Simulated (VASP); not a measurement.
**LiF: electric field gradients with LDA**

Crystal: LiF.

```
Li F
1.0
     0.00000    2.04702    2.04702
     2.04702    0.00000    2.04702
     2.04702    2.04702    0.00000
Li F
1 1
Direct
  0.00000 0.00000 0.00000
  0.50000 0.50000 0.50000
```

This cell differs from its parent crystal: volume scaled by 1.05.

* Program: VASP 6.6.1
* Task: electric field gradients
* Functional: LDA
* Potentials or basis: VASP PAW LDA potentials, release 64 (Li_sv, F)
* Cutoff: 520 eV
* k mesh: 10 × 10 × 10
* Occupations: fermi-dirac, width 0.03 eV
* Spin: no spin polarisation
* Dipole correction: no
* Further INCAR settings: ALGO = Normal; EDIFF = 1e-08; NBANDS = 12

```
Band gap on the k mesh : 8.41 eV, direct
```

Levels at points of the mesh, in eV from the valence-band top:
```
           k point  band 3  band 4  band 5  band 6  band 7  band 8
(0.00, 0.00, 0.00)    0.00    0.00    0.00    8.41   22.84   22.84
(0.50, 0.00, 0.00)   -2.44   -0.22   -0.22   10.13   15.81   18.04
(0.50, 0.50, 0.00)   -2.91   -0.96   -0.96   13.97   15.80   16.55
```

It took 14 s on 1 thread of AMD EPYC 7R43 64-Core Processor (Zen 3), on a shared host, peak memory 0.08 GiB.

Caveat: without QUAD_EFG the Cq values of the log hold for a quadrupole moment of 1 mb, not for the nuclei. A k mesh can miss the band edges.
